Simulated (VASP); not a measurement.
MnCrSb, 6 atoms in the cell. It takes space group P6_3/mmc (No. 194, hexagonal). Conventional cell: a = 4.545 Å, b = 4.545 Å, c = 5.538 Å, α = 90.00°, β = 90.00°, γ = 120.00°. Sb (site symmetry -6m2) has 5 Cr at 2.62 to 2.77 Å and 6 Mn at 2.97 Å within 3.5 Å. Mn (site symmetry -3m) has 2 Mn at 2.77 Å and 6 Sb at 2.97 Å and 6 Cr at 2.97 Å within 3.6 Å. Cr (site symmetry -6m2) has 5 Sb at 2.62 to 2.77 Å and 6 Mn at 2.97 Å within 3.5 Å. 

| Item | Value |
| --- | --- |
| Program | VASP 6.6.1 |
| Task | single point |
| Functional | PBE |
| Potentials or basis | VASP PAW PBE potentials, release 64 (Sb, Mn_pv, Cr_pv) |
| Cutoff | 520 eV |
| k mesh | 7 × 7 × 5 |
| Occupations | fermi-dirac, width 0.05 eV |
| Spin | collinear spin, ferromagnetic start |
| Starting moments | [0.0, 0.0, 4.0, 4.0, 3.0, 3.0] μB |
| Dipole correction | no |
| Further INCAR settings | ALGO = Normal; EDIFF = 1e-06; NBANDS = 43 |

Potentials or basis: VASP PAW PBE potentials, release 64 (Sb, Mn_pv, Cr_pv).

Run with:

```bash
$ cat potpaw_PBE.64/Sb/POTCAR potpaw_PBE.64/Mn_pv/POTCAR potpaw_PBE.64/Cr_pv/POTCAR > POTCAR
$ mpirun -np 1 vasp_std > vasp.out
```

Hardware: 1 thread of Oxide Virtual Turin-like Processor (shared host).

Task: Estimate the wall time of this run.

Result: It took 6.7 min on 1 thread of Oxide Virtual Turin-like Processor (shared host), peak memory 0.33 GiB. Counts: scf iterations 18, k points 24.
